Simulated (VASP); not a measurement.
Runs of VASP 6.6.1 on Ti3CuBr. The structure is that of space group Pm-3m (No. 221), or close to it. The cells are those of the table. The cell was generated, and may not be a known phase.

```tsv
task	spin	cell	k mesh	cutoff (eV)	gap on the mesh (eV)	pressure (GPa)	moment (μB)	relaxed volume (Å³/atom)
single point	collinear	a = 4.693 Å, 5 atoms	4 × 4 × 4	520	none	1.5	2.70	-
relaxation of cell and atoms	off	relaxed from a = 4.693 Å, 5 atoms	8 × 8 × 8	600	none	-0.1	-	20.73
relaxation of cell and atoms	collinear	relaxed from a = 4.408 Å, 5 atoms	4 × 4 × 4	600	none	0.1	(b)	20.76
single point	off	a = 4.695 Å, 5 atoms	8 × 8 × 8	520	none	(c)	-	-
single point	collinear	a = 4.408 Å, 5 atoms	4 × 4 × 4	520	none	20.4	(a)	-
```

Alike in all rows: level PBE; potentials or basis VASP PAW PBE potentials, release 64 (Ti_sv, Cu, Br); smearing gaussian 0.1 eV.

Question: Fill in the values left out.

Answer: (a) 0.01; (b) 0.00; (c) 0.0.

Caveats: the volume moved by over 15 % at a fixed basis, so the end points are rough (at least some runs); the cell stands under pressure (at least some runs).

A k mesh can miss the band edges, and the runs leave out spin-orbit coupling on Br.

A gap of «none» marks levels without a gap at the run's occupations.
